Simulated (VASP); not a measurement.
A run of VASP 6.6.1 is set up as follows.

The input POSCAR:

```
InP
1.0
    2.9847367417      2.9847367417      0.0000000000
   -2.9847367417      2.9847367417      0.0000000000
    0.0000000000      2.9847367417      2.9847367417
In P
1 1
Direct
    0.0000000000      0.0000000000      0.0000000000
    0.7500000000      0.2500000000      0.5000000000
```

The input INCAR.step1:

```
PREC = Accurate
ENCUT = 520
ISMEAR = 0
SIGMA = 0.01
LREAL = False
LASPH = True
NELM = 60
NBANDS = 16
GGA = PE
ALGO = Normal
EDIFF = 1E-4
LWAVE = True
LCHARG = False
```

The input INCAR.step2:

```
PREC = Accurate
ENCUT = 520
EDIFF = 1E-6
ISMEAR = 0
SIGMA = 0.01
LREAL = False
LASPH = True
NELM = 60
ALGO = Normal
ISIF = 2
LWAVE = False
LCHARG = False
METAGGA = R2SCAN
LMIXTAU = True
NBANDS = 16
ISTART = 1
```

Contents of KPOINTS:

```
Automatic mesh
0
Gamma
  8 8 8
```

Potentials or basis: VASP PAW PBE potentials, release 64 (In_d, P).

Launch:

```sh
$ cat potpaw_PBE.64/In_d/POTCAR potpaw_PBE.64/P/POTCAR > POTCAR
$ cp INCAR.step1 INCAR
$ mpirun -np 1 vasp_std > vasp.out
$ cp INCAR.step2 INCAR
$ mpirun -np 1 vasp_std > vasp.out
```

(1) Estimate the pressure.

(2) Estimate the band gap on the k mesh.

Answers

(1) -2.1 GPa.

(2) 0.85 eV, direct.

Caveat: the PAW data sets were made with another functional, which shifts forces and pressure a little; spin-orbit coupling is left out, which moves the levels of the heavy elements.
